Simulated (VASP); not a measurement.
Here is a VASP 6.6.1 calculation.

Contents of INCAR:

```
ALGO = Normal
EDIFF = 1E-6
ENCUT = 520
GGA = PE
ISIF = 2
ISMEAR = 0
LASPH = True
LCHARG = True
LELF = True
LREAL = False
LVHAR = True
LWAVE = False
NBANDS = 36
NELM = 80
PREC = Accurate
SIGMA = 0.1
```

KPOINTS

```
k-points
0
Gamma
  15 15 8
```

File POSCAR:

```
Ge
1.0
    4.1799014094      0.0000000000      0.0000000000
   -2.0899507047      3.6199008059      0.0000000000
    0.0000000000      0.0000000000      6.8933040368
Ge
4
Direct
    0.6666666667      0.3333333333      0.0625292392
    0.3333333333      0.6666666667      0.5625292392
    0.6666666667      0.3333333333      0.4374707608
    0.3333333333      0.6666666667      0.9374707608
```

Potentials or basis: VASP PAW PBE potentials, release 64 (Ge_d).

Command:

```console
$ cat potpaw_PBE.64/Ge_d/POTCAR > POTCAR
$ mpirun -np 1 vasp_std > vasp.out
```

Question: What does it give for the band gap on the k mesh?

Answer: Zero (band 28 reaches 3.76 eV, above the bottom of band 29 at 3.54 eV).

Question: Estimate the pressure.

Answer: -4.3 GPa.

Forces on the atoms (eV/Å):
```
Ge   0.000  0.000  0.003
Ge   0.000  0.000  0.003
Ge   0.000  0.000 -0.003
Ge   0.000  0.000 -0.003
```

Caveat: the cell differs from its parent crystal (equal strain along all axes, cell held: +3.0 %, then relaxed in part).
